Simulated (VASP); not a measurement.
A run of VASP 6.6.1 is set up as follows.

The input INCAR:

```
PREC     = Accurate       # precision mode
ENCUT    = 600            # plane-wave cutoff, eV
EDIFF    = 1E-6           # SCF threshold, eV
ISMEAR   = 0              # smearing method
SIGMA    = 0.1            # smearing width, eV
LREAL    = F              # projectors in reciprocal space
LASPH    = T              # aspherical terms in the spheres
NELM     = 60             # most SCF steps
ALGO     = Normal         # electronic algorithm
ISIF     = 3              # what is computed and relaxed
LWAVE    = F              # write WAVECAR
LCHARG   = F              # write CHGCAR
GGA      = PE             # functional
IBRION   = 2              # ionic algorithm
NSW      = 90             # ionic steps
EDIFFG   = -0.04          # ionic threshold
```

The input KPOINTS:

```
regular mesh
0
Gamma
  4 4 6
```

POSCAR

```
YZrF2
1.0
    4.4604813600      0.0000000000      0.0000000000
    0.0000000000      4.4604813600      0.0000000000
    0.0000000000      0.0000000000      2.6276823800
Y Zr F
1 1 2
Direct
    0.5000000000      0.5000000000      0.5000000000
    0.0000000000      0.0000000000      0.0000000000
    0.5000000000      0.0000000000      0.0000000000
    0.0000000000      0.5000000000      0.0000000000
```

Potentials or basis: VASP PAW PBE potentials, release 64 (Y_sv, Zr_sv, F).

Command:

```bash
$ cat potpaw_PBE.64/Y_sv/POTCAR potpaw_PBE.64/Zr_sv/POTCAR potpaw_PBE.64/F/POTCAR > POTCAR
$ mpirun -np 1 vasp_std > vasp.out
```

(1) What does it give for the space group after relaxing (to 0.05 Å)?

(2) Estimate the relaxed cell.

(3) What does it give for the relaxed volume?

Answers

(1) P4/mmm (No. 123).

(2) a = 4.524 Å, b = 4.524 Å, c = 3.266 Å, α = 90.00°, β = 90.00°, γ = 90.00°.

(3) 16.71 Å³/atom.

Caveat: the k points lie up to 0.35 Å⁻¹ apart in the final cell; the volume moved by over 15 % at a fixed basis, so the end points are rough; an odd number of electrons without spin polarisation forces a metal; a magnetic or distorted state may lie lower.
